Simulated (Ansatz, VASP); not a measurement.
This is a calculation of Al2O3 for VASP 6.6.1.

INCAR

```
PREC = Accurate
ENCUT = 520
EDIFF = 1E-7
ISMEAR = 0
SIGMA = 0.015
LREAL = F
LASPH = T
NELM = 100
ALGO = Normal
ISIF = 2
LWAVE = F
LCHARG = F
GGA = PE
NBANDS = 20
```

File KPOINTS:

```
Automatic mesh
0
Gamma
  10 10 4
```

POSCAR

```
Al2O3
1.0
    3.0174825440      0.0000000000      0.0000000000
   -1.5087412720      2.6132165386      0.0000000000
    0.0000000000      0.0000000000      7.5746360022
Al O
2 3
Direct
    0.0000000000      0.0000000000      0.7220490000
    0.0000000000      0.0000000000      0.2779510000
    0.0000000000      0.0000000000      0.5000000000
    0.6666666667      0.3333333333      0.8005460000
    0.3333333333      0.6666666667      0.1994540000
```

Potentials or basis: VASP PAW PBE potentials, release 64 (Al, O).

The run is started by

```console
$ cat potpaw_PBE.64/Al/POTCAR potpaw_PBE.64/O/POTCAR > POTCAR
$ mpirun -np 1 vasp_std > vasp.out
```

Task: Translate it to Ansatz 0.2.0. Potentials there: Ansatz PAW.

Result: As run (the cutoff follows the program's own potentials):

Contents of input.yaml:

```yaml
crystal:
  lattice:
    - [3.017482544, 0.0, 0.0]
    - [-1.508741272, 2.6132165386, 0.0]
    - [0.0, 0.0, 7.5746360022]
  atoms:
    - { symbol: Al, position: [0.0, 0.0, 0.722049] }
    - { symbol: Al, position: [0.0, 0.0, 0.277951] }
    - { symbol: O, position: [0.0, 0.0, 0.5] }
    - { symbol: O, position: [0.6666666667, 0.3333333333, 0.800546] }
    - { symbol: O, position: [0.3333333333, 0.6666666667, 0.199454] }
hamiltonian:
  xc: pbe
  pseudopotentials: { kind: paw }
kpoints:
  mp_grid: { grid: [10, 10, 4] }
scf:
  occupations: { method: gaussian, width: 0.015 }
output:
  forces: true
  stress: true
  eigenvalues: true
```

Potentials or basis: Ansatz PAW.

Command:

```console
$ ansatz run input.yaml --threads 1 --pin off --max-ram 3584MiB --backend cpu --events-out ev --progress --plain --runs-dir out
```

Both were run:

|  | VASP | Ansatz | Ansatz less VASP |
| --- | --- | --- | --- |
| gap on the k mesh at the Fermi level (eV) | 2.29 | 2.30 | +0.014 |
| least direct gap on the mesh (eV) | 2.29 | 2.30 | +0.014 |
| pressure (GPa) | -0.5 | -0.5 | +0.02 |
| traceless stress, the component that is largest in VASP (GPa) | 0.33 | 0.13 | -0.201 |
| rms of the force components (eV/Å) | 0.043 | 0.054 | +0.0109 |

Atom by atom the forces differ by 0.018 eV/Å (rms over components). With one functional, cell and mesh, what is left measures potentials, basis and numerics.
